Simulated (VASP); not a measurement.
Runs of VASP 6.6.1 on MgO (CsCl type). The structure is that of space group Pm-3m (No. 221), or close to it. The cells are those of the table. 

| cell | gap on the mesh (eV) | pressure (GPa) |
| --- | --- | --- |
| a = 2.168 Å, 2 atoms | 6.77 | (c) |
| a = 2.232 Å, 2 atoms | 6.46 | 187.1 |
| a = 2.093 Å, 2 atoms | (a) | 402.1 |
| a = 2.035 Å, 2 atoms | 7.47 | (b) |

Alike in all rows: task single point; level LDA; potentials or basis VASP PAW LDA potentials, release 64 (Mg, O); no spin polarisation; k mesh 12 × 12 × 12; cutoff (eV) 600; smearing gaussian 0.01 eV.

Fill in the values left out.

(a) 7.15; (b) 542.1; (c) 269.1.

A k mesh can miss the band edges.
